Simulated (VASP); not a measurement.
A run of VASP 6.6.1 is set up as follows.

Contents of POSCAR:

```
InSb
1.0
    0.0000000000      3.2788113001      3.2788113001
    3.2788113001      0.0000000000      3.2788113001
    3.2788113001      3.2788113001      0.0000000000
In Sb
1 1
Direct
    0.0000000000      0.0000000000      0.0000000000
    0.7500000000      0.7500000000      0.7500000000
```

INCAR.step1

```
PREC = Accurate ; ENCUT = 600
ISMEAR = -1 ; SIGMA = 0.15
LREAL = False ; LASPH = True
NELM = 80 ; GGA = PE
ALGO = Normal ; EDIFF = 1E-4
LWAVE = True ; LCHARG = False
```

File INCAR.step2:

```
PREC = Accurate ; ENCUT = 600
EDIFF = 1E-7 ; ISMEAR = -1
SIGMA = 0.15 ; LREAL = False
LASPH = True ; NELM = 80
ALGO = Normal ; ISIF = 3
LWAVE = False ; LCHARG = False
METAGGA = R2SCAN ; LMIXTAU = True
IBRION = 2 ; NSW = 80
EDIFFG = -0.001 ; ISTART = 1
```

KPOINTS

```
Automatic mesh
0
Gamma
  12 12 12
```

Potentials or basis: VASP PAW PBE potentials, release 64 (In_d, Sb).

The run is started by

```console
$ cat potpaw_PBE.64/In_d/POTCAR potpaw_PBE.64/Sb/POTCAR > POTCAR
$ cp INCAR.step1 INCAR
$ mpirun -np 1 vasp_std > vasp.out
$ cp INCAR.step2 INCAR
$ mpirun -np 1 vasp_std > vasp.out
```

**Question.** Estimate the relaxed cell.

**Answer.** a = 4.637 Å, b = 4.637 Å, c = 4.637 Å, α = 60.00°, β = 60.00°, γ = 60.00°.

**Question.** What does it give for the relaxed volume?

**Answer.** 35.26 Å³/atom.

**Question.** Predict the space group after relaxing (to 0.05 Å).

**Answer.** F-43m (No. 216).

Final structure:
```
In Sb
1.0
     0.00000    3.27916    3.27916
     3.27916    0.00000    3.27916
     3.27916    3.27916    0.00000
In Sb
1 1
Direct
  0.00000 0.00000 0.00000
  0.75000 0.75000 0.75000
```

Caveat: the PAW data sets were made with another functional, which shifts forces and pressure a little.
